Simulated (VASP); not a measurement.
Set up this calculation in VASP 6.6.1, as the native input.

```yaml
Task: single point
Functional: PBE
Potentials_or_basis: VASP PAW PBE potentials, release 64 (Zn)
Cutoff: 500 eV
k_mesh: 8 × 8 × 8
Occupations: gaussian, width 0.1 eV
Spin: no spin polarisation
Dipole_correction: no
Further_INCAR_settings: ALGO = Normal; EDIFF = 1e-06; NBANDS = 19
```

The structure of Zn lies in POSCAR:

```
Zn
1.0
    0.0000000000      2.6187786658      4.1220832031
    1.5119229909      0.0000000000      4.1220832031
    1.5119229909      2.6187786658      0.0000000000
Zn
2
Direct
    0.1666700000      0.8333300000      0.1666700000
    0.8333300000      0.1666700000      0.8333300000
```

One way to write it, as run:

INCAR

```
SYSTEM = Zn
PREC     = Accurate       ! precision mode
ENCUT    = 500            ! plane-wave cutoff, eV
EDIFF    = 1E-6           ! SCF threshold, eV
ISMEAR   = 0              ! smearing method
SIGMA    = 0.1            ! smearing width, eV
LREAL    = .FALSE.        ! projectors in reciprocal space
LASPH    = .TRUE.         ! aspherical terms in the spheres
NELM     = 120            ! most SCF steps
ALGO     = Normal         ! electronic algorithm
ISIF     = 2              ! what is computed and relaxed
LWAVE    = .FALSE.        ! write WAVECAR
LCHARG   = .TRUE.         ! write CHGCAR
GGA      = PE             ! functional
LELF     = .TRUE.         ! ELF
LVHAR    = .TRUE.       
NBANDS   = 19             ! bands
GGA_COMPAT= .FALSE.
```

KPOINTS

```
regular mesh
0
G
  8 8 8
  0 0 0
```

Potentials or basis: VASP PAW PBE potentials, release 64 (Zn).

Launch:

```console
$ cat potpaw_PBE.64/Zn/POTCAR > POTCAR
$ mpirun -np 1 vasp_std > vasp.out
```

It gave:

```json
{
 "Pressure": "145.5 GPa",
 "Largest force": "0.004 eV/Å",
 "Band gap on the k mesh": "zero (band 12 reaches 3.79 eV, above the bottom of band 13 at 1.45 eV)"
}
```

Run time: 27 s on 1 thread of AMD EPYC 9R45 96-Core Processor (Zen 5) (shared host), peak memory 0.16 GiB.
